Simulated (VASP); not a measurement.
Set up this calculation in VASP 6.6.1, as the native input.

| Quantity | Value |
| --- | --- |
| Task | electric field gradients |
| Functional | LDA |
| Potentials or basis | VASP PAW LDA potentials, release 64 (Y_sv, Hg) |
| Cutoff | 520 eV |
| k mesh | 11 × 11 × 11 |
| Occupations | fermi-dirac, width 0.08 eV |
| Spin | no spin polarisation |
| Dipole correction | no |
| Further INCAR settings | ALGO = Normal; EDIFF = 1e-08; NBANDS = 18 |

The structure of YHg lies in POSCAR:

```
YHg
1.0
    3.6942326480      0.0000000000      0.0000000000
    0.0000000000      3.6942326480      0.0000000000
    0.0000000000      0.0000000000      3.6942326480
Y Hg
1 1
Direct
    0.5000000000      0.5000000000      0.5000000000
    0.0000000000      0.0000000000      0.0000000000
```

This cell differs from its parent crystal: volume scaled by 1.01.

These files were run (other wordings do the same):

INCAR

```
SYSTEM = YHg
PREC = Accurate
ENCUT = 520
EDIFF = 1E-8
ISMEAR = -1
SIGMA = 0.08
LREAL = .False.
LASPH = .True.
NELM = 80
ALGO = Normal
ISIF = 2
LWAVE = .False.
LCHARG = .False.
LEFG = .True.
NBANDS = 18
```

KPOINTS

```
regular mesh
0
Gamma
  11 11 11
  0 0 0
```

Potentials or basis: VASP PAW LDA potentials, release 64 (Y_sv, Hg).

The run is started by

```bash
$ cat potpaw_LDA.64/Y_sv/POTCAR potpaw_LDA.64/Hg/POTCAR > POTCAR
$ mpirun -np 1 vasp_std > vasp.out
```

It gave:

| Property | Result |
| --- | --- |
| Pressure | -3.9 GPa |

Caveat: without QUAD_EFG the Cq values of the log hold for a quadrupole moment of 1 mb, not for the nuclei.

Wall time 16 s on 1 thread of Intel(R) Xeon(R) 6975P-C (Granite Rapids), with other jobs on the host, peak memory 0.19 GiB.
